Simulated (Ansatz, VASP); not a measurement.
SnO2: VASP beside Ansatz

INCAR

```
SYSTEM = SnO2
ALGO     = Normal         ! electronic algorithm
EDIFF    = 1E-6           ! SCF threshold, eV
ENCUT    = 520            ! plane-wave cutoff, eV
GGA      = PE             ! functional
ISIF     = 2              ! what is computed and relaxed
ISMEAR   = 0              ! smearing method
IVDW     = 12             ! dispersion correction
LASPH    = .TRUE.         ! aspherical terms in the spheres
LCHARG   = .FALSE.        ! write CHGCAR
LREAL    = .FALSE.        ! projectors in reciprocal space
LWAVE    = .FALSE.        ! write WAVECAR
NBANDS   = 35             ! bands
NELM     = 80             ! most SCF steps
PREC     = Accurate       ! precision mode
SIGMA    = 0.05           ! smearing width, eV
```

The input KPOINTS:

```
k-points
0
G
  8 6 6
  0 0 0
```

File POSCAR:

```
SnO2
1.0
    1.6186264610     -2.8035432689      0.0000000000
    1.6186264610      0.9345144230      4.2918257460
   -4.8558793830     -2.8035432689      0.0000000000
Sn O
2 4
Direct
    0.5252065569      0.4180356397     -0.0250859565
   -0.0252065569      0.5819643603      0.5250859565
    0.4880450562      0.7612893544      0.7856800509
    1.0119549438      0.7003107614      0.2015199877
    0.4880450562      0.2996892386      0.2984800123
    1.0119549438      0.2387106456      0.7143199491
```

Input for Ansatz:

```yaml
crystal:
  lattice:
    - [1.618626461, -2.8035432689, 0.0]
    - [1.618626461, 0.934514423, 4.291825746]
    - [-4.855879383, -2.8035432689, 0.0]
  atoms:
    - { symbol: Sn, position: [0.5252065569, 0.4180356397, -0.0250859565] }
    - { symbol: Sn, position: [-0.0252065569, 0.5819643603, 0.5250859565] }
    - { symbol: O, position: [0.4880450562, 0.7612893544, 0.7856800509] }
    - { symbol: O, position: [1.0119549438, 0.7003107614, 0.2015199877] }
    - { symbol: O, position: [0.4880450562, 0.2996892386, 0.2984800123] }
    - { symbol: O, position: [1.0119549438, 0.2387106456, 0.7143199491] }
basis:
  ecutwfc: 520.0
kpoints:
  mp_grid: { grid: [8, 6, 6] }
hamiltonian:
  xc: pbe
  pseudopotentials: { kind: paw, azcp: { folder: soft_1 } }
  dispersion: d3bj
scf:
  occupations: { method: gaussian, width: 0.05 }
output:
  forces: true
  stress: true
  eigenvalues: true
```

Change from the starting cell: mode 4 frozen in at -0.352 Å and mode 5 at -0.082 Å (largest displacements).

Alike in both runs: task single point; functional PBE; dispersion D3(BJ); k mesh 8 × 6 × 6; occupations gaussian, width 0.05 eV; no spin polarisation.

|  | VASP | Ansatz |
| --- | --- | --- |
| version | VASP 6.6.1 | Ansatz 0.2.0 |
| potentials or method | VASP PAW PBE potentials, release 64 (Sn_d, O), cutoff 520 eV | scalar-relativistic, plane waves, PAW |
| valence electrons in the cell | 52 | 52 |

```tsv
	VASP	Ansatz	Ansatz less VASP
gap on the k mesh at the Fermi level (eV)	0.78	0.82	+0.039
least direct gap on the mesh (eV)	0.90	0.93	+0.036
pressure (GPa)	-4.0	-4.7	-0.61
traceless stress, the component that is largest in VASP (GPa)	-2.51	-2.09	+0.420
rms of the force components (eV/Å)	0.422	0.428	+0.0064
```

Atom by atom the forces differ by 0.028 eV/Å (rms over components).
